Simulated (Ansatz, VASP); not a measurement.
Ag in VASP and in Ansatz

```
CELL_PARAMETERS angstrom
2.93000 0.00000 0.00000
-1.46500 2.53745 0.00000
0.00000 0.00000 4.79000
ATOMIC_POSITIONS crystal
Ag 0.33333 0.66667 0.25000
Ag 0.66667 0.33333 0.75000
```

Alike in both runs: task single point; functional LDA; k mesh 14 × 14 × 8; occupations fermi-dirac, width 0.05 eV; no spin polarisation.

```csv
,VASP,Ansatz
version,VASP 6.6.1,Ansatz 0.2.0
potentials or method,"VASP PAW LDA potentials, release 64 (Ag), cutoff 520 eV","all-electron LAPW, scalar-relativistic"
```

|  | VASP | Ansatz | Ansatz less VASP |
| --- | --- | --- | --- |
| pressure (GPa) | -10.4 | -10.6 | -0.16 |
| traceless stress, the component that is largest in VASP (GPa) | -0.25 | -0.24 | +0.008 |

LDA's correlation is that of Perdew and Zunger in VASP and of Perdew and Wang (1992) in Ansatz. Ansatz ran all-electron here, and VASP with PAW potentials.
